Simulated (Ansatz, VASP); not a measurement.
# One calculation of MnSb, two programs

The input INCAR:

```
SYSTEM = MnSb
ALGO = Normal ; EDIFF = 1E-6
ENCUT = 520 ; GGA = PS
ISIF = 2 ; ISMEAR = -1
ISPIN = 2 ; LASPH = .TRUE.
LCHARG = .TRUE. ; LELF = .TRUE.
LMAXMIX = 4 ; LORBIT = 11
LREAL = .FALSE. ; LVHAR = .TRUE.
LWAVE = .FALSE. ; MAGMOM = 0 0 4 4
NBANDS = 30 ; NELM = 150
PREC = Accurate ; SIGMA = 0.05
```

File KPOINTS:

```
k-points
0
G
  7 7 5
  0 0 0
```

File POSCAR:

```
MnSb
1.0
    4.1774842447      0.0000000000      0.0000000000
   -2.0887421223      3.6178074798      0.0000000000
    0.0000000000      0.0000000000      5.8182792613
Sb Mn
2 2
Direct
    0.6666666667      0.3333333333      0.7500000000
    0.3333333333      0.6666666667      0.2500000000
    0.0000000000      0.0000000000      0.5000000000
    0.0000000000      0.0000000000      0.0000000000
```

The input input.yaml:

```yaml
crystal:
  lattice:
    - [4.1774842447, 0.0, 0.0]
    - [-2.0887421223, 3.6178074798, 0.0]
    - [0.0, 0.0, 5.8182792613]
  atoms:
    - { symbol: Sb, position: [0.6666666667, 0.3333333333, 0.75] }
    - { symbol: Sb, position: [0.3333333333, 0.6666666667, 0.25] }
    - { symbol: Mn, position: [0.0, 0.0, 0.5], spin: 4.0 }
    - { symbol: Mn, position: [0.0, 0.0, 0.0], spin: 4.0 }
hamiltonian:
  xc: pbesol
  pseudopotentials: { kind: paw }
magnetization:
  spin_polarized: true
kpoints:
  mp_grid: { grid: [7, 7, 5] }
scf:
  occupations: { method: fermi_dirac, width: 0.05 }
output:
  forces: true
  stress: true
  eigenvalues: true
  write_density: true
  write_potential: true
  elf: true
  volumetric_format: npy
```

Alike in both runs: task single point; functional PBEsol; k mesh 7 × 7 × 5; occupations fermi-dirac, width 0.05 eV; collinear spin.

|  | VASP | Ansatz |
| --- | --- | --- |
| version | VASP 6.6.1 | Ansatz 0.2.0 |
| potentials or method | VASP PAW PBE potentials, release 64 (Sb, Mn_pv) | Ansatz PAW |
| plane-wave cutoff (eV) | 520 | 420 |
| valence electrons in the cell | 36 | 60 |

Ansatz gave:

```
gap on the k mesh at the Fermi level (eV)                     : none
pressure (GPa)                                                : -7.8
traceless stress, the component that is largest in VASP (GPa) : -0.59
net moment per atom (μB)                                      : 1.71
size of the moment on the site where the two differ most (μB) : 3.49
```

Q: Estimate VASP's values.

A: gap on the k mesh at the Fermi level (eV): none; pressure (GPa): -7.7; traceless stress, the component that is largest in VASP (GPa): -0.61; net moment per atom (μB): 1.70; size of the moment on the site where the two differ most (μB): 3.44.

VASP's potentials were made for PBE, not for PBEsol. Site moments also hang on the region over which each program counts them. A gap of «none» marks a metal or a gap that the smearing closes. The functional is the same, so the differences come from potentials, cutoffs and numerics. VASP's potentials hold 36 valence electrons a cell and Ansatz's 60, so a difference there can come from the potentials and not from the codes.

Spin-orbit coupling is off throughout.
